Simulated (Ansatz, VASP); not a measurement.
One calculation of I, two programs

The input INCAR:

```
SYSTEM = I
PREC     = Accurate       ! precision mode
ENCUT    = 600            ! plane-wave cutoff, eV
EDIFF    = 1E-6           ! SCF threshold, eV
ISMEAR   = -1             ! smearing method
SIGMA    = 0.05           ! smearing width, eV
LREAL    = .FALSE.        ! projectors in reciprocal space
LASPH    = .TRUE.         ! aspherical terms in the spheres
NELM     = 100            ! most SCF steps
ALGO     = Normal         ! electronic algorithm
ISIF     = 3              ! what is computed and relaxed
LWAVE    = .FALSE.        ! write WAVECAR
LCHARG   = .FALSE.        ! write CHGCAR
GGA      = PS             ! functional
IVDW     = 13             ! dispersion correction
IBRION   = 2              ! ionic algorithm
NSW      = 60             ! ionic steps
EDIFFG   = -0.01          ! ionic threshold
```

Contents of KPOINTS:

```
regular mesh
0
G
  9 9 9
  0 0 0
```

File POSCAR:

```
I
1.0
   -2.0893754423      2.0893754423      2.0893754423
    2.0893754423     -2.0893754423      2.0893754423
    2.0893754423      2.0893754423     -2.0893754423
I
1
Direct
    0.0000000000      0.0000000000      0.0000000000
```

The input input.yaml:

```yaml
crystal:
  lattice:
    - [-2.0893754423, 2.0893754423, 2.0893754423]
    - [2.0893754423, -2.0893754423, 2.0893754423]
    - [2.0893754423, 2.0893754423, -2.0893754423]
  atoms:
    - { symbol: I, position: [0.0, 0.0, 0.0] }
hamiltonian:
  xc: pbesol
  pseudopotentials: { kind: paw }
  dispersion: d4
kpoints:
  mp_grid: { grid: [9, 9, 9] }
scf:
  occupations: { method: fermi_dirac, width: 0.05 }
output:
  forces: true
  stress: true
  eigenvalues: true
relax:
  f_tol: 0.01
  max_steps: 40
  cell: { stress_tol: 0.05 }
```

Alike in both runs: task relaxation of cell and atoms; functional PBEsol; dispersion D4; k mesh 9 × 9 × 9; occupations fermi-dirac, width 0.05 eV; no spin polarisation.

|  | VASP | Ansatz |
| --- | --- | --- |
| version | VASP 6.6.1 | Ansatz 0.2.0 |
| potentials or method | VASP PAW PBE potentials, release 64 (I) | Ansatz PAW |
| plane-wave cutoff (eV) | 600 | 420 |
| valence electrons in the cell | 7 | 17 |

|  | VASP | Ansatz | Ansatz less VASP |
| --- | --- | --- | --- |
| gap on the k mesh at the Fermi level, each at its own relaxed structure (eV) | none | none | - |
| relaxed volume (Å³/atom) | 31.83 | 31.80 | -0.030 |
| relaxed cell length with the largest relative difference (Å) | 3.458 | 3.457 | -0.0011 |

VASP's potentials were made for PBE, not for PBEsol. A gap of «none» marks a metal or a gap that the smearing closes. VASP's potentials hold 7 valence electrons a cell and Ansatz's 17, so a difference there can come from the potentials and not from the codes.

Spin-orbit coupling is off throughout. Noted on Ansatz's run: the plane-wave basis is chosen anew once the cell has moved, so the energies of steps on either side of that aren't comparable.
